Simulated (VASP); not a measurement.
A run of VASP 6.6.1:

Contents of POSCAR:

```
CdO2
1.0
    3.4762295800      0.0000000000      0.0000000000
   -1.7381147900      3.0105031200      0.0000000000
    0.0000000000      0.0000000000      4.1480760000
Cd O
1 2
Direct
    0.0000000000      0.0000000000      0.0000000000
    0.6666666667      0.3333333333      0.7557810000
    0.3333333333      0.6666666667      0.2442190000
```

Contents of INCAR.step1:

```
PREC = Accurate
ENCUT = 520
ISMEAR = -1
SIGMA = 0.25
LREAL = F
LASPH = T
NELM = 100
NBANDS = 19
GGA = PE
ALGO = Normal
EDIFF = 1E-4
LWAVE = T
LCHARG = F
```

INCAR.step2

```
PREC = Accurate
ENCUT = 520
EDIFF = 1E-7
ISMEAR = -1
SIGMA = 0.25
LREAL = F
LASPH = T
NELM = 100
ALGO = Normal
ISIF = 2
LWAVE = F
LCHARG = T
METAGGA = R2SCAN
LMIXTAU = T
LELF = T
LVHAR = T
NBANDS = 19
ISTART = 1
```

Contents of KPOINTS:

```
Automatic mesh
0
Gamma
  9 9 7
```

Potentials or basis: VASP PAW PBE potentials, release 64 (Cd, O).

The run is started by

```bash
$ cat potpaw_PBE.64/Cd/POTCAR potpaw_PBE.64/O/POTCAR > POTCAR
$ cp INCAR.step1 INCAR
$ mpirun -np 1 vasp_std > vasp.out
$ cp INCAR.step2 INCAR
$ mpirun -np 1 vasp_std > vasp.out
```

Hardware: 1 thread of Intel(R) Xeon(R) 6975P-C (Granite Rapids) (shared host).

**Question.** Estimate the wall time of this run.

**Answer.** Wall time 98 s on 1 thread of Intel(R) Xeon(R) 6975P-C (Granite Rapids) (shared host), peak memory 0.2 GiB. Counts: k points 69.
